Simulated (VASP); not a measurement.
Here is a VASP 6.6.1 calculation.

POSCAR

```
Pt
1.0
    0.0000000000      1.9579000000      1.9089525000
    1.9579000000      0.0000000000      1.9089525000
    1.9579000000      1.9579000000      0.0000000000
Pt
1
Direct
    0.0000000000      0.0000000000      0.0000000000
```

File INCAR.step1:

```
SYSTEM = Pt
PREC = Accurate
ENCUT = 520
ISMEAR = 0
SIGMA = 0.15
LREAL = .False.
LASPH = .True.
NELM = 60
NBANDS = 11
GGA = PE
ALGO = Normal
EDIFF = 1E-4
LWAVE = .True.
LCHARG = .False.
```

The input INCAR.step2:

```
SYSTEM = Pt
PREC = Accurate
ENCUT = 520
EDIFF = 1E-6
ISMEAR = 0
SIGMA = 0.15
LREAL = .False.
LASPH = .True.
NELM = 60
ALGO = Normal
ISIF = 2
LWAVE = .False.
LCHARG = .True.
METAGGA = R2SCAN
LMIXTAU = .True.
LELF = .True.
LVHAR = .True.
NBANDS = 11
ISTART = 1
```

File KPOINTS:

```
Automatic mesh
0
Gamma
  20 20 20
  0 0 0
```

Potentials or basis: VASP PAW PBE potentials, release 64 (Pt).

The run is started by

```bash
$ cat potpaw_PBE.64/Pt/POTCAR > POTCAR
$ cp INCAR.step1 INCAR
$ mpirun -np 1 vasp_std > vasp.out
$ cp INCAR.step2 INCAR
$ mpirun -np 1 vasp_std > vasp.out
```

Problem. Predict the band gap on the k mesh.

Solution. Zero (bands 5 and 6 overlap by 2.59 eV).

Problem. What does it give for the pressure?

Solution. 14.5 GPa.

Stress tensor (GPa, compression positive):
```
13.76  0.00  0.00
 0.00 13.76  0.00
 0.00  0.00 16.13
```

Caveat: the cell differs from its parent crystal (strain +0.000 along x and y, -0.025 along z); the cell stands under pressure; the PAW data sets were made with another functional, which shifts forces and pressure a little; spin-orbit coupling is left out, which moves the levels of the heavy elements.
